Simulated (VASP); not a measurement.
## KBr: single point with PBE

Crystal: KBr.

```xyz
2
Lattice="0.0000 3.2925 3.2925 3.2925 0.0000 3.2925 3.2925 3.2925 0.0000" Properties=species:S:1:pos:R:3 pbc="T T T"
K     0.0000    0.0000    0.0000
Br    3.2925    3.2483    3.2483
```

This cell differs from its parent crystal: all Br atoms moved +0.062 Å, as atom 2 towards its neighbour atom 2 (Br) at 4.656 Å.

```
Program             : VASP 6.6.1
Task                : single point
Functional          : PBE
Potentials or basis : VASP PAW PBE potentials, release 64 (K_sv, Br)
Cutoff              : 520 eV
k mesh              : 6 × 6 × 6
Occupations         : gaussian, width 0.05 eV
Spin                : no spin polarisation
```

- Pressure: 0.9 GPa
- Largest force: 0.080 eV/Å
- Band gap on the k mesh: 4.45 eV, direct

Forces in eV/Å, atoms in the order of the input:
```
K    0.000 -0.057 -0.057
Br   0.000  0.057  0.057
```

Levels at points of the mesh, in eV from the valence-band top:
```
           k point  band 6  band 7  band 8  band 9  band 10  band 11
(0.00, 0.00, 0.00)    0.00    0.00    0.00    4.45     7.61     7.61
(0.50, 0.00, 0.00)   -1.19   -0.34   -0.34    6.61     8.26     9.76
(0.00, 0.50, 0.00)   -1.19   -0.34   -0.34    6.60     8.26     9.76
(0.50, 0.50, 0.00)   -0.82   -0.29   -0.29    5.86     7.22     9.38
(0.00, 0.50, 0.50)   -0.82   -0.29   -0.29    5.86     7.22     9.38
```

Run time: 72 s on 1 thread of Intel Xeon 8259CL, on a shared host, peak memory 0.23 GiB.

Caveat: the cell differs from its parent crystal (all Br atoms moved +0.062 Å, as atom 2 towards its neighbour atom 2 (Br) at 4.656 Å).
